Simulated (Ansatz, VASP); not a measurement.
## CuI: VASP beside Ansatz

```
Cu I
1.0
     0.00000    2.75346    3.10634
     3.10634    0.00000    3.10634
     3.10634    2.75346    0.00000
Cu I
1 1
Cartesian
  4.6595 4.1302 4.6595
  0.0000 0.0000 0.0000
```

Alike in both runs: task single point; functional PBE; k mesh 8 × 8 × 8; occupations gaussian, width 0.05 eV; no spin polarisation.

```csv
,VASP,Ansatz
version,VASP 6.6.1,Ansatz 0.2.0
potentials or method,"VASP PAW PBE potentials, release 64 (Cu, I), cutoff 520 eV","scalar-relativistic, plane waves, PAW"
valence electrons in the cell,18,36
```

Ansatz gave:

- gap on the k mesh at the Fermi level (eV): 1.15
- least direct gap on the mesh (eV): 1.15
- pressure (GPa): 2.3
- traceless stress, the component that is largest in VASP (GPa): 1.08

Q: Estimate VASP's values.

A: gap on the k mesh at the Fermi level (eV): 1.18; least direct gap on the mesh (eV): 1.18; pressure (GPa): 2.3; traceless stress, the component that is largest in VASP (GPa): 1.07.

VASP's potentials hold 18 valence electrons a cell and Ansatz's 36, so a difference there can come from the potentials and not from the codes.

Spin-orbit coupling is off throughout.
